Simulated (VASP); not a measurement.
Here is a VASP 6.6.1 calculation.

File POSCAR:

```
As
1.0
    1.7941882416      1.0358750643      5.0746500533
   -1.7941882416      1.0358750643      5.0746500533
    0.0000000000     -2.0717501285      5.0746500533
As
2
Direct
    0.2114982152      0.2114982152      0.2114982152
    0.7885017848      0.7885017848      0.7885017848
```

INCAR.step1

```
SYSTEM = As
  ALGO = Normal
  EDIFF = 1E-5
  ENCUT = 560
  GGA = PE
  GGA_COMPAT = .False.
  ISMEAR = 0
  LASPH = .True.
  LCHARG = .False.
  LREAL = .False.
  LWAVE = .True.
  NBANDS = 22
  NELM = 120
  PREC = Accurate
  SIGMA = 0.02
```

File INCAR.step2:

```
SYSTEM = As
  ALGO = Normal
  EDIFF = 1E-6
  ENCUT = 560
  GGA_COMPAT = .False.
  ISIF = 2
  ISMEAR = 0
  ISTART = 1
  LASPH = .True.
  LCHARG = .False.
  LMIXTAU = .True.
  LREAL = .False.
  LWAVE = .False.
  METAGGA = R2SCAN
  NBANDS = 22
  NELM = 120
  PREC = Accurate
  SIGMA = 0.02
```

The input KPOINTS:

```
k-points
0
Gamma
  12 12 12
  0 0 0
```

Potentials or basis: VASP PAW PBE potentials, release 64 (As_d).

Command:

```console
$ cat potpaw_PBE.64/As_d/POTCAR > POTCAR
$ cp INCAR.step1 INCAR
$ mpirun -np 1 vasp_std > vasp.out
$ cp INCAR.step2 INCAR
$ mpirun -np 1 vasp_std > vasp.out
```

Task: Estimate the largest force.

Result: 0.043 eV/Å.

Task: Estimate the pressure.

Result: 0.1 GPa.

Stress tensor (GPa, compression positive):
```
0.10 0.00 0.00
0.00 0.10 0.00
0.00 0.00 0.18
```

Caveat: the PAW data sets were made with another functional, which shifts forces and pressure a little.
